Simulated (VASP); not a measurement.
A run of VASP 6.6.1 is set up as follows.

INCAR

```
ALGO     = Normal         # electronic algorithm
EDIFF    = 1E-7           # SCF threshold, eV
ENCUT    = 520            # plane-wave cutoff, eV
GGA      = PS             # functional
ISIF     = 2              # what is computed and relaxed
ISMEAR   = -1             # smearing method
LASPH    = True           # aspherical terms in the spheres
LCHARG   = True           # write CHGCAR
LELF     = True           # ELF
LREAL    = Auto         
LVHAR    = True         
LWAVE    = False          # write WAVECAR
NBANDS   = 76             # bands
NELM     = 60             # most SCF steps
PREC     = Accurate       # precision mode
SIGMA    = 0.05           # smearing width, eV
```

File KPOINTS:

```
k-points
0
Gamma
  1 1 1
```

POSCAR

```
H12C5O3
1.0
    7.6921100000     -0.7519810000      0.0361920000
   -0.7519810000      6.7995140000     -0.4225130000
    0.0361920000     -0.4225130000      6.1967470000
C H O
10 24 6
Direct
    0.7975010937      1.0644970262      0.8928879414
    0.8864430080      0.9354884833      0.7336549161
    0.3151463259      0.9616350338      0.7485375032
    0.4470446570      0.8375986470      0.6449378806
    0.9041083821      0.3648521032      0.4990252573
    0.2836273753      0.3344771408      0.0449680935
    0.5509190788      0.2992257940      0.4388250682
    0.1807992876      0.8767578932      0.2508087098
    0.6598938162      0.7291932101      0.2062228349
    0.9839203521      0.5750111833      0.8972674945
    0.7111949723      1.1184631661      0.7867233662
    0.7491342930      0.9901653799      1.0378582629
    0.8985093338      1.2015413706      0.9505871386
    1.0005050014      0.8888619086      0.8043971191
    0.7795873936      0.8199899970      0.6395035341
    0.9449334761      1.0331048512      0.6256349013
    0.1922691072      0.9418420437      0.6463361993
    0.2663816953      0.9184948620      0.9105156517
    0.3629378768      1.1264422868      0.7737932600
    0.5089761220      0.7870327336      0.7718099024
    0.3828127213      0.7208805311      0.5208582241
    0.5462973121      0.9429276914      0.5742896419
    0.8146574693      0.2251307149      0.5459536384
    1.0517471548      0.3827716278      0.5189595696
    0.3711874246      0.2486731054      0.1072875179
    0.3161827232      0.3711739048     -0.1270049407
    0.4574715170      0.3810294465      0.3869825709
    0.6014196647      0.3491856419      0.6021980392
    0.0967429644      0.9505208786      0.1579386905
    0.3290280848      0.9344911559      0.2569455357
    0.7212153665      0.6296959135      0.0704970661
    0.7499452488      0.8249637727      0.3342101751
    1.1226369756      0.6076993165      0.8325384890
    0.9434149673      0.6246194327      1.0706852734
    0.8469783319      0.4799213219      0.3879647108
    0.1633861208      0.3720986073      0.1610043509
    0.5646621034      0.1528518599      0.3121872891
    0.1196192833      0.7276452674      0.3329666878
    0.5006974549      0.7199512873      0.2063933764
    0.8602319371      0.4787989054      0.7943466544
```

Potentials or basis: VASP PAW PBE potentials, release 64 (C, H, O).

Run with:

```bash
$ cat potpaw_PBE.64/C/POTCAR potpaw_PBE.64/H/POTCAR potpaw_PBE.64/O/POTCAR > POTCAR
$ mpirun -np 1 vasp_gam > vasp.out
```

Task: Predict the band gap on the k mesh.

Result: 2.41 eV.

Task: Estimate the pressure.

Result: 4.9 GPa.

Task: Predict the largest force.

Result: 3.470 eV/Å.

Forces on the atoms (eV/Å):
```
C    1.523  0.460  0.554
C   -1.041 -1.173  0.865
C   -0.916 -0.258 -0.163
C   -1.526  1.281  0.588
C   -0.591  1.335 -0.968
C    0.235  0.101  0.145
C   -0.701  0.649 -0.894
C    1.087 -0.068  0.154
C    0.134 -1.031 -1.112
C    1.348  1.390  2.879
H   -1.017  0.097  0.819
H   -0.618  0.570 -0.508
H   -0.369 -0.369  0.365
H   -0.685 -0.510 -0.157
H    1.062 -0.267  0.531
H    1.046  1.091 -1.953
H    0.858 -0.062  0.381
H    0.345  0.158 -0.464
H    0.458 -0.326 -0.077
H    0.709 -0.898  0.946
H   -0.080 -0.377 -0.091
H    0.702  0.235 -0.875
H    0.519  0.091 -0.571
H   -0.542 -0.117 -0.037
H    0.910 -0.473  0.030
H   -0.557  0.358  0.522
H   -0.788  1.382 -0.048
H    0.624 -0.350  0.946
H   -0.342  0.369 -0.097
H   -0.364  0.307 -0.091
H   -0.638  0.854  0.949
H    0.018 -0.028 -0.054
H   -0.332 -0.102  0.258
H    1.261 -0.014 -0.474
O   -0.036 -1.382  0.773
O   -0.471  0.284 -0.850
O    0.649 -1.457 -0.024
O   -0.105 -0.084  0.144
O    0.320 -0.289 -0.339
O   -2.090 -1.377 -2.005
```

Caveat: the k points lie up to 1.02 Å⁻¹ apart; the PAW data sets were made with another functional, which shifts forces and pressure a little.
